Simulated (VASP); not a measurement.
## Ta8H: relaxation of the atoms with PBE+D3(BJ)

The system is Ta8H, a slab with vacuum.

```
Ta H
1.0
     4.64562    0.00000    0.00000
    -2.32281    4.02322    0.00000
     0.00000    0.00000   25.63798
Ta H
8 1
Direct
  0.66667 0.33333 0.33154
  0.33333 0.66667 0.36853
  0.00000 0.00000 0.40551
  0.66667 0.33333 0.44250
  0.33333 0.66667 0.47627
  0.00000 0.00000 0.51986
  0.66667 0.33333 0.55227
  0.33333 0.66667 0.57894
  0.33333 0.66667 0.65773
```

```json
{
  "Program": "VASP 6.6.1",
  "Task": "relaxation of the atoms",
  "Functional": "PBE",
  "Dispersion": "D3(BJ)",
  "Potentials or basis": "VASP PAW PBE potentials, release 64 (Ta_pv, H)",
  "Cutoff": "520 eV",
  "k mesh": "6 × 6 × 1",
  "Occupations": "gaussian, width 0.1 eV",
  "Spin": "no spin polarisation",
  "Dipole correction": "yes",
  "Atoms held fixed (from 0)": "[0, 1, 2, 3, 4, 5, 6, 7, 8]",
  "Further INCAR settings": "ALGO = Fast; EDIFF = 1e-07; IBRION = 2; EDIFFG = -0.02; NSW = 45"
}
```

```yaml
Energy_gained_by_relaxing: 20.8 meV/atom
Ionic_steps: 6
Band_gap_on_the_k_mesh: zero (an odd number of electrons rules out a gap without spin polarisation)
Dispersion_energy_per_atom: -0.399 eV
```

The path:
```
step  energy change (eV)  largest force on free atoms (eV/Å)  pressure (GPa)
   1              0.0000                              1.4963           -1.78
   2             -0.0963                              1.1490           -1.69
   3             -0.1872                              0.0707           -1.41
   4             -0.1874                              0.0222           -1.43
   5             -0.1874                              0.0227           -1.42
   6             -0.1874                              0.0066           -1.42
```

Final structure:
```xyz
9
Lattice="4.6456 0.0000 0.0000 -2.3228 4.0232 0.0000 0.0000 0.0000 25.6380" Properties=species:S:1:pos:R:3 pbc="T T T"
Ta    2.3228    1.3411    8.5000
Ta    0.0000    2.6821    9.4483
Ta    0.0000    0.0000   10.3966
Ta    2.3228    1.3411   11.3448
Ta    0.0000    2.6821   12.2105
Ta    0.0000    0.0000   13.3281
Ta    2.3228    1.3411   14.1591
Ta    0.0000    2.6821   14.8428
H     0.0000    2.6821   16.6458
```

Levels at points of the mesh, in eV from the Fermi level:
| k point | band 41 | band 42 | band 43 | band 44 | band 45 | band 46 | band 47 | band 48 | band 49 | band 50 |
| --- | --- | --- | --- | --- | --- | --- | --- | --- | --- | --- |
| (0.00, 0.00, 0.00) | -0.92 | -0.58 | -0.58 | -0.17 | -0.17 | 0.03 | 0.38 | 0.38 | 0.61 | 1.61 |
| (0.50, 0.00, 0.00) | -0.90 | -0.69 | -0.53 | -0.45 | -0.29 | -0.08 | 0.72 | 0.80 | 0.93 | 1.42 |

It took 38 min on 1 thread of Oxide Virtual Turin-like Processor, on a shared host, peak memory 0.65 GiB.

Caveat: spin-orbit coupling is left out, which moves the levels of the heavy elements.
